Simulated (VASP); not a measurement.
AlN:

```
CELL_PARAMETERS angstrom
0.00000 1.99299 1.99299
1.99299 0.00000 1.99299
1.99299 1.99299 0.00000
ATOMIC_POSITIONS crystal
Al 0.50000 0.50000 0.50000
N 0.00000 0.00000 0.00000
```

This cell differs from its parent crystal: volume scaled by 0.94.

Base run:

```yaml
Program: VASP 6.6.1
Functional: PBE
Potentials_or_basis: VASP PAW PBE potentials, release 64 (Al, N)
Cutoff: 520 eV
k_mesh: 11 × 11 × 11
Occupations: fermi-dirac, width 0.05 eV
Spin: no spin polarisation
```

Its results: band gap on the k mesh 5.16 eV, indirect (least direct gap 6.31 eV); pressure 17.7 GPa.

After a change of settings the same cell gave: band gap on the k mesh 5.98 eV, indirect (least direct gap 7.17 eV); pressure 10.7 GPa. Which change was it?
A. functional from PBE to r2SCAN; further incar settings from ALGO = Normal; EDIFF = 1e-06; NBANDS = 11 to ALGO = Normal; EDIFF = 1e-07; NBANDS = 11
B. functional from PBE to PBEsol
C. functional from PBE to LDA; potentials or basis from VASP PAW PBE potentials, release 64 (Al, N) to VASP PAW LDA potentials, release 64 (Al, N)

A.

Caveats: the PAW data sets were made with another functional, which shifts forces and pressure a little (some runs).
